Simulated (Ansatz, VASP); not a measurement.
# CoO in VASP and in Ansatz

```
CELL_PARAMETERS angstrom
0.00000 2.18917 2.18917
2.18917 0.00000 2.18917
2.18917 2.18917 0.00000
ATOMIC_POSITIONS crystal
Co 0.00000 0.00000 0.00000
O 0.50000 0.50000 0.50000
```

Alike in both runs: task single point; functional RPBE; dispersion D4; k mesh 10 × 10 × 10; occupations gaussian, width 0.05 eV; collinear spin; Hubbard terms Co d U = 3.3 eV.

```csv
,VASP,Ansatz
version,VASP 6.6.1,Ansatz 0.2.0
potentials or method,"VASP PAW PBE potentials, release 64 (Co, O), cutoff 520 eV","scalar-relativistic, plane waves, PAW"
valence electrons in the cell,15,23
```

```tsv
	VASP	Ansatz	Ansatz less VASP
pressure (GPa)	-13.9	-5.8	+8.10
net moment per atom (μB)	1.50	1.50	0.000
size of the moment on the site where the two differ most (μB)	2.74	2.64	-0.102
```

VASP's potentials were made for PBE, not for RPBE. Site moments also hang on the region over which each program counts them. The programs project onto different local orbitals, so the same U acts differently, and such runs can settle in different states. VASP's potentials hold 15 valence electrons a cell and Ansatz's 23, so a difference there can come from the potentials and not from the codes. Ansatz's warnings: dispersion switch in reach, symmetry narrowed by occupation matrices.
